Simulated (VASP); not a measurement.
# CsEu (P-6m2) in VASP: further runs

CsEu is run at these levels: PBE; tasks: single point.

Program: VASP 6.6.1. These are calculated values, not measurements. Logs are shortened: lines on timing, memory, paths and dates and some standing lists are left out, and cuts for length are marked.

## Step 1: The cell of the first run

The structure is hexagonal, space group P-6m2 (No. 187). Conventional cell: a = 4.464 Å, b = 4.464 Å, c = 8.009 Å, α = 90.00°, β = 90.00°, γ = 120.00°. Eu (site symmetry -6m2) has 6 Eu at 4.46 Å and 6 Cs at 4.76 Å within 5.9 Å. Cs (site symmetry -6m2) has 6 Cs at 4.46 Å and 6 Eu at 4.76 Å within 5.9 Å.

## Step 2: Single point, PBE, collinear spin, ferromagnetic start

Contents of INCAR:

```
ALGO = Normal
EDIFF = 1E-6
ENCUT = 520
GGA = PE
ISIF = 2
ISMEAR = -1
ISPIN = 2
LASPH = T
LCHARG = F
LMAXMIX = 6
LORBIT = 11
LREAL = F
LWAVE = F
MAGMOM = 5.2 0
NBANDS = 24
NELM = 150
NUPDOWN = 5.2
PREC = Accurate
SIGMA = 0.05
```

Contents of KPOINTS:

```
k-points
0
Gamma
  6 6 3
```

Contents of POSCAR:

```
CsEu
1.0
    4.4644198847      0.0000000000      0.0000000000
   -2.2322099423      3.8663010333      0.0000000000
    0.0000000000      0.0000000000      8.0086310000
Eu Cs
1 1
Direct
    0.6666666667      0.3333333333      0.0000000000
    0.0000000000      0.0000000000      0.5000000000
```

Potentials or basis: VASP PAW PBE potentials, release 64 (Eu, Cs_sv).

Launch:

```sh
cat potpaw_PBE.64/Eu/POTCAR potpaw_PBE.64/Cs_sv/POTCAR > POTCAR
mpirun -np 1 vasp_std > vasp.out
```

OUTCAR:

```text
EDIFF = 1E-6
   ENCUT = 520
   GGA = PE
   ISIF = 2
   ISMEAR = -1
   ISPIN = 2
   LASPH = T
   LORBIT = 11
   LREAL = F
   NELM = 150
   NUPDOWN = 5.2
   PREC = Accurate

 ion  position               nearest neighbor table
   1  0.667  0.333  0.000-
   2  0.000  0.000  0.500-

  LATTYP: Found a hexagonal cell.
 ALAT       =     4.4644198847
 C/A-ratio  =     1.7938794304

  Lattice vectors:

 A1 = (   4.4644198847,   0.0000000000,   0.0000000000)
 A2 = (  -2.2322099423,   3.8663010333,   0.0000000000)
 A3 = (   0.0000000000,   0.0000000000,   8.0086310000)

Analysis of symmetry for initial positions (statically):
=====================================================================
 Subroutine PRICEL returns:
 Original cell was already a primitive cell.

 Routine SETGRP: Setting up the symmetry group for a
 hexagonal supercell.

 Subroutine GETGRP returns: Found 12 space group operations
 (whereof 12 operations were pure point group operations)
 out of a pool of 24 trial point group operations.

The static configuration has the point symmetry D_3h.

Analysis of symmetry for dynamics (positions and initial velocities):
=====================================================================
 Subroutine PRICEL returns:
 Original cell was already a primitive cell.

 Routine SETGRP: Setting up the symmetry group for a
 hexagonal supercell.

 Subroutine GETGRP returns: Found 12 space group operations
 (whereof 12 operations were pure point group operations)
 out of a pool of 24 trial point group operations.

The dynamic configuration has the point symmetry D_3h.

Analysis of structural, dynamic, and magnetic symmetry:
=====================================================================
 Subroutine PRICEL returns:
 Original cell was already a primitive cell.

 Routine SETGRP: Setting up the symmetry group for a
 hexagonal supercell.

 Subroutine GETGRP returns: Found 12 space group operations
 (whereof 12 operations were pure point group operations)
 out of a pool of 24 trial point group operations.

The overall configuration has the point symmetry D_3h.

 Subroutine INISYM returns: Found 12 space group operations
 (whereof 12 operations are pure point group operations),
[... 101 lines left out ...]
   EFERMI_NEDOS =   21; number of points for ismear=-14 and -15
   IALGO  =     38    algorithm
   IMIX   =      4    mixing-type and parameters
     AMIX     =   0.40;   BMIX     =  1.00
     AMIX_MAG =   1.60;   BMIX_MAG =  1.00
  volume/ion in A,a.u.               =      69.12       466.43
  Fermi-wavevector in a.u.,A,eV,Ry     =   0.937979  1.772523 11.970459  0.879804
  Thomas-Fermi vector in A             =   2.065144
   LORBIT       =     11    0 simple, 1 ext, 2 COOP (PROOUT), +10 PAW based schemes
   GGA     = PE    functional components
   LHFCALC =     F    Hartree Fock is set to
   AEXX    =    0.0000 exact exchange contribution
   IVDW    =     0    specifies the selected vdW correction
   LEPSILON=     F    determine dielectric tensor
   LRPA    =     F    only Hartree local field effects (RPA)
 spin polarized calculation
  energy-cutoff  :      520.00
  volume of cell :      138.24
 maximum number of plane-waves:      3748
 NGX is ok and might be reduce to    36
   NGX = 17   NGY = 17   NGZ = 29

 number of electron      25.9999998 magnetization       5.1999998

 Free energy of the ion-electron system (eV)
  ---------------------------------------------------
  ext. energy  EPLUGINS =         0.00000000
  ---------------------------------------------------
  free energy    TOTEN  =       -11.19288239 eV

  energy without entropy =      -11.14895106  energy(sigma->0) =      -11.17091672

 E-fermi :   1.5683     XC(G=0):  -6.9243

 val. band max:        1.5526723528   @ k =   0.3333   0.3333   0.0000
 cond. band min:       0.7858007263   @ k =   0.3333   0.1667   0.0000
 fundamental gap:     -0.7668716265
 Fermi energy:         0.7267223821

 spin component 1

 k-point     1 :       0.0000    0.0000    0.0000
  band No.  band energies     occupation
      1     -41.0165      1.00000
      2     -22.1920      1.00000
      3     -19.8151      1.00000
      4     -19.7305      1.00000
      5     -19.7305      1.00000
      6      -8.9473      1.00000
[... 367 lines left out ...]
     23       4.2409      0.00000
     24       4.3926      0.00000
 Fermi energy:         1.5683044500

 spin component 2

 k-point     1 :       0.0000    0.0000    0.0000
  band No.  band energies     occupation
      1     -37.9864      1.00000
      2     -22.2698      1.00000
      3     -17.7179      1.00000
      4     -17.5891      1.00000
      5     -17.5891      1.00000
      6      -9.0754      1.00000
[... 367 lines left out ...]
     23       5.3358      0.00000
     24       5.3980      0.00000

------------------------ aborting loop because EDIFF is reached ----------------------------------------

  FORCE on cell =-STRESS in cart. coord.  units (eV):
  Direction    XX          YY          ZZ          XY          YZ          ZX
  --------------------------------------------------------------------------------------
  -------------------------------------------------------------------------------------
  Total       -0.4275594     -0.4275594     -0.0596719     -0.0000000      0.0000000      0.0000000
  in kB       -4.9555072     -4.9555072     -0.6916101     -0.0000000      0.0000000      0.0000000
  external PRESSURE =      -3.5342081 kB  Pullay stress =       0.0000000 kB

 VOLUME and BASIS-vectors are now :
 -----------------------------------------------------------------------------
  energy-cutoff  :      520.00
  volume of cell :      138.24
      direct lattice vectors                 reciprocal lattice vectors
     4.464419885  0.000000000  0.000000000     0.223993268  0.129322574  0.000000000
    -2.232209942  3.866301033  0.000000000     0.000000000  0.258645147  0.000000000
     0.000000000  0.000000000  8.008631000     0.000000000  0.000000000  0.124865286

 POSITION                                       TOTAL-FORCE (eV/Angst)
 -----------------------------------------------------------------------------------
      2.23221      1.28877      0.00000        -0.000000      0.000000      0.000000
      0.00000      0.00000      4.00432         0.000000      0.000000      0.000000
 -----------------------------------------------------------------------------------
    total drift:                               -0.000001      0.000000      0.000000

  FREE ENERGIE OF THE ION-ELECTRON SYSTEM (eV)
  ---------------------------------------------------
  free  energy   TOTEN  =       -11.1928823897 eV

  energy  without entropy=      -11.1489510579  energy(sigma->0) =      -11.17091672

 total charge

# of ion       s       p       d       f       tot
--------------------------------------------------
    1        2.071   5.733   0.138   6.744  14.686
    2        1.849   4.663   0.046   0.000   6.558
--------------------------------------------------
tot          3.920  10.396   0.184   6.744  21.244

 magnetization (x)

# of ion       s       p       d       f       tot
--------------------------------------------------
    1       -0.017  -0.144  -0.093   6.742   6.488
    2       -0.020  -0.023  -0.038   0.000  -0.081
--------------------------------------------------
tot         -0.037  -0.167  -0.131   6.742   6.406
```

It took 3.1 min on 1 thread of Oxide Virtual Turin-like, shared host; peak memory 0.35 GiB.

Results:

- Free energy: -11.1929 eV
- Pressure: -0.4 GPa
- Net moment: 5.20 μB per cell
- Site moments: Eu +6.49; Cs -0.08 μB
- Valence electrons inside the program's atomic spheres: Eu 14.69; Cs 6.56

Caveat: spin-orbit coupling is left out, which moves the levels of the heavy elements; the total moment is fixed, so each spin has its own Fermi level and the state may be an excited one; semilocal functionals describe open f shells poorly, which spoils levels, moments and volumes. The state reached can hang on the start; a lower one may exist.

## Step 3: Single point, PBE, collinear spin, ferromagnetic start

Contents of INCAR:

```
ALGO = Normal
EDIFF = 1E-7
ENCUT = 520
GGA = PE
ISIF = 2
ISMEAR = -1
ISPIN = 2
LASPH = True
LCHARG = True
LELF = True
LMAXMIX = 6
LORBIT = 11
LREAL = False
LVHAR = True
LWAVE = False
MAGMOM = 7 0
NBANDS = 24
NELM = 150
NUPDOWN = 7.0
PREC = Accurate
SIGMA = 0.05
```

KPOINTS is that of step 2.

POSCAR is that of step 2.

Potentials or basis: VASP PAW PBE potentials, release 64 (Eu, Cs_sv).

Launch:

```sh
cat potpaw_PBE.64/Eu/POTCAR potpaw_PBE.64/Cs_sv/POTCAR > POTCAR
mpirun -np 1 vasp_std > vasp.out
```

It took 2.9 min on 1 thread of Oxide Virtual Turin-like, shared host; peak memory 0.35 GiB.

The run converged. Its results:

- Free energy: -11.6703 eV
- Pressure: -0.1 GPa
- Net moment: 7.00 μB per cell
- Site moments: Eu +6.71; Cs -0.01 μB
- Valence electrons inside the program's atomic spheres: Eu 14.73; Cs 6.55

Stress tensor (GPa, compression positive):
```
-0.21  0.00  0.00
 0.00 -0.21  0.00
 0.00  0.00 -0.01
```

Caveat: spin-orbit coupling is left out, which moves the levels of the heavy elements; the total moment is fixed, so each spin has its own Fermi level and the state may be an excited one; semilocal functionals describe open f shells poorly, which spoils levels, moments and volumes. The state reached can hang on the start; a lower one may exist.

## Step 4: Single point, PBE, collinear spin, ferromagnetic start

Contents of INCAR:

```
SYSTEM = CsEu
PREC = Accurate
ENCUT = 520
EDIFF = 1E-6
ISMEAR = -1
SIGMA = 0.05
LREAL = .FALSE.
LASPH = .TRUE.
NELM = 150
ALGO = Normal
ISIF = 2
LWAVE = .FALSE.
LCHARG = .FALSE.
ISPIN = 2
MAGMOM = 8.8 0
LORBIT = 11
NUPDOWN = 8.8
LMAXMIX = 6
GGA = PE
NBANDS = 24
```

Contents of KPOINTS:

```
Automatic mesh
0
G
  6 6 3
  0 0 0
```

POSCAR is that of step 3.

Launch:

```sh
cat potpaw_PBE.64/Eu/POTCAR potpaw_PBE.64/Cs_sv/POTCAR > POTCAR
mpirun -np 1 vasp_std > vasp.out
```

It took 3 min on 1 thread of Oxide Virtual Turin-like, shared host; peak memory 0.34 GiB.

It converged, with:

```yaml
Free_energy: -11.5497 eV
Pressure: -0.5 GPa
Net_moment: 8.80 μB per cell
Site_moments: Eu +6.87; Cs +0.07 μB
Valence_electrons_inside_the_program's_atomic_spheres: Eu 14.75; Cs 6.56
```

Stress tensor (GPa, compression positive):
```
-0.68  0.00  0.00
 0.00 -0.68  0.00
 0.00  0.00 -0.24
```

Caveat: spin-orbit coupling is left out, which moves the levels of the heavy elements; the total moment is fixed, so each spin has its own Fermi level and the state may be an excited one; semilocal functionals describe open f shells poorly, which spoils levels, moments and volumes. The state reached can hang on the start; a lower one may exist.

## Step 5: Single point, PBE, collinear spin, ferromagnetic start

INCAR, as its differences from that of step 4:

```diff
@@ -3,3 +3,3 @@
 ENCUT = 520
-EDIFF = 1E-6
+EDIFF = 1E-7
 ISMEAR = -1
@@ -14,5 +14,5 @@
 ISPIN = 2
-MAGMOM = 8.8 0
+MAGMOM = 10.5 0
 LORBIT = 11
-NUPDOWN = 8.8
+NUPDOWN = 10.5
 LMAXMIX = 6
```

Contents of KPOINTS:

```
regular mesh
0
G
  6 6 3
  0 0 0
```

POSCAR is that of step 4.

Launch:

```sh
cat potpaw_PBE.64/Eu/POTCAR potpaw_PBE.64/Cs_sv/POTCAR > POTCAR
mpirun -np 1 vasp_std > vasp.out
```

Wall time 2.1 min (1 thread of Oxide Virtual Turin-like, shared host); peak memory 0.34 GiB.

Results (log left out):

```yaml
Free_energy: -8.1692 eV
Pressure: -1.0 GPa
Net_moment: 10.50 μB per cell
Site_moments: Eu +6.99; Cs +0.36 μB
Valence_electrons_inside_the_program's_atomic_spheres: Eu 14.80; Cs 6.43
```

Stress tensor (GPa, compression positive):
```
-0.87  0.00  0.00
 0.00 -0.87  0.00
 0.00  0.00 -1.37
```

Caveat: spin-orbit coupling is left out, which moves the levels of the heavy elements; the total moment is fixed, so each spin has its own Fermi level and the state may be an excited one; semilocal functionals describe open f shells poorly, which spoils levels, moments and volumes.

## Step 6: Single point, PBE, collinear spin, ferromagnetic start

Contents of INCAR:

```
PREC = Accurate ; ENCUT = 520
EDIFF = 1E-7 ; ISMEAR = -1
SIGMA = 0.05 ; LREAL = False
LASPH = True ; NELM = 150
ALGO = Normal ; ISIF = 2
LWAVE = False ; LCHARG = False
ISPIN = 2 ; MAGMOM = 14 0
LORBIT = 11 ; NUPDOWN = 14.0
LMAXMIX = 6 ; GGA = PE
NBANDS = 24
```

Contents of KPOINTS:

```
Automatic mesh
0
Gamma
  6 6 3
```

POSCAR is that of step 5.

Potentials or basis: VASP PAW PBE potentials, release 64 (Eu, Cs_sv).

Launch:

```sh
cat potpaw_PBE.64/Eu/POTCAR potpaw_PBE.64/Cs_sv/POTCAR > POTCAR
mpirun -np 1 vasp_std > vasp.out
```

Run time: 2.7 min. Hardware: 1 thread of Oxide Virtual Turin-like, shared host; peak memory 0.35 GiB.

Results (log left out):

```yaml
Free_energy: 13.1299 eV
Pressure: -3.4 GPa
Net_moment: 14.00 μB per cell
Site_moments: Eu +6.98; Cs +2.33 μB
Valence_electrons_inside_the_program's_atomic_spheres: Eu 14.79; Cs 5.70
```

Stress tensor (GPa, compression positive):
```
-3.35  0.00  0.00
 0.00 -3.35  0.00
 0.00  0.00 -3.61
```

Caveat: the cell stands under tension; spin-orbit coupling is left out, which moves the levels of the heavy elements; the total moment is fixed, so each spin has its own Fermi level and the state may be an excited one; semilocal functionals describe open f shells poorly, which spoils levels, moments and volumes.

## Step 7: Overview

| fixed moment (μB) | pressure (GPa) | moment (μB) |
| --- | --- | --- |
| 5.2 | -0.4 | 5.20 |
| 7.0 | -0.1 | 7.00 |
| 8.8 | -0.5 | 8.80 |
| 10.5 | -1.0 | 10.50 |
| 14.0 | -3.4 | 14.00 |

Alike in all rows: task single point; level PBE; potentials or basis VASP PAW PBE potentials, release 64 (Eu, Cs_sv); spin collinear, ferromagnetic start; cell as given; k mesh 6 × 6 × 3; cutoff (eV) 520; smearing fermi-dirac 0.05 eV.

Caveats: spin-orbit coupling is left out, which moves the levels of the heavy elements; the total moment is fixed, so each spin has its own Fermi level and the state may be an excited one; semilocal functionals describe open f shells poorly, which spoils levels, moments and volumes; the cell stands under tension (at least some runs).

Total energies depend on the potentials used, so only differences within one code and one set of settings carry meaning.
